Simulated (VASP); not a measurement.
Set up this calculation in VASP 6.6.1, as the native input.

* Task: single point
* Functional: PBE
* Potentials or basis: VASP PAW PBE potentials, release 64 (Mo_sv)
* Cutoff: 520 eV
* k mesh: 17 × 17 × 17
* Occupations: fermi-dirac, width 0.05 eV
* Spin: no spin polarisation
* Dipole correction: no
* Further INCAR settings: ALGO = Normal; EDIFF = 1e-07; NBANDS = 21

The structure of Mo lies in POSCAR:

```
Mo
1.0
   -2.4281670186      2.4281670186      1.2720312153
    2.4281670186     -2.4281670186      1.2720312153
    2.4281670186      2.4281670186     -1.2720312153
Mo
2
Direct
   -0.3750000000     -0.1250000000     -0.2500000000
    0.3750000000      0.1250000000      0.2500000000
```

These files were run (other wordings do the same):

INCAR

```
SYSTEM = Mo
PREC = Accurate
ENCUT = 520
EDIFF = 1E-7
ISMEAR = -1
SIGMA = 0.05
LREAL = .FALSE.
LASPH = .TRUE.
NELM = 100
ALGO = Normal
ISIF = 2
LWAVE = .FALSE.
LCHARG = .FALSE.
GGA = PE
NBANDS = 21
```

KPOINTS

```
regular mesh
0
G
  17 17 17
  0 0 0
```

Potentials or basis: VASP PAW PBE potentials, release 64 (Mo_sv).

Command:

```bash
$ cat potpaw_PBE.64/Mo_sv/POTCAR > POTCAR
$ mpirun -np 1 vasp_std > vasp.out
```

It gave:

The pressure is 31.9 GPa. The band gap on the k mesh is zero (band 14 reaches 15.21 eV, above the bottom of band 15 at 11.95 eV).

Run time: 93 s on 1 thread of Intel(R) Xeon(R) 6975P-C (Granite Rapids), on a shared host, peak memory 0.31 GiB.
